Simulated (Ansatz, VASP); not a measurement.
Pb: VASP beside Ansatz

The input INCAR:

```
ALGO = Normal
EDIFF = 1E-6
ENCUT = 520
GGA = PS
ISIF = 2
ISMEAR = -1
LASPH = T
LCHARG = F
LREAL = F
LWAVE = F
NBANDS = 13
NELM = 60
PREC = Accurate
SIGMA = 0.08
```

File KPOINTS:

```
k-points
0
Gamma
  13 13 13
```

File POSCAR:

```
Pb
1.0
    0.0000000000      2.4698000000      2.4698000000
    2.4698000000      0.0000000000      2.4698000000
    2.4698000000      2.4698000000      0.0000000000
Pb
1
Direct
    0.0000000000      0.0000000000      0.0000000000
```

Input for Ansatz:

```yaml
crystal:
  lattice:
    - [0.0, 2.4698, 2.4698]
    - [2.4698, 0.0, 2.4698]
    - [2.4698, 2.4698, 0.0]
  atoms:
    - { symbol: Pb, position: [0.0, 0.0, 0.0] }
kpoints:
  mp_grid: { grid: [13, 13, 13] }
  band_path:
    path:
      - [0.0, 0.0, 0.0]
      - [0.5, 0.0, 0.5]
      - [0.625, 0.25, 0.625]
      - [0.375, 0.375, 0.75]
      - [0.0, 0.0, 0.0]
      - [0.5, 0.5, 0.5]
      - [0.5, 0.25, 0.75]
      - [0.5, 0.0, 0.5]
    npoints: 5
scf:
  occupations: { method: fermi_dirac, width: 0.08 }
hamiltonian:
  xc: pbesol
  pseudopotentials: { kind: all_electron, lapw: { basis_error: 0.00025 } }
output:
  forces: true
  stress: true
  eigenvalues: true
```

Alike in both runs: task single point; functional PBEsol; k mesh 13 × 13 × 13; occupations fermi-dirac, width 0.08 eV; no spin polarisation.

|  | VASP | Ansatz |
| --- | --- | --- |
| version | VASP 6.6.1 | Ansatz 0.2.0 |
| potentials or method | VASP PAW PBE potentials, release 64 (Pb_d), cutoff 520 eV | all-electron LAPW, scalar-relativistic |

```csv
,VASP,Ansatz,Ansatz less VASP
pressure (GPa),-0.2,-0.1,+0.09
```

VASP's potentials were made for PBE, not for PBEsol. Ansatz ran all-electron here, and VASP with PAW potentials.

Neither program's run includes spin-orbit coupling.
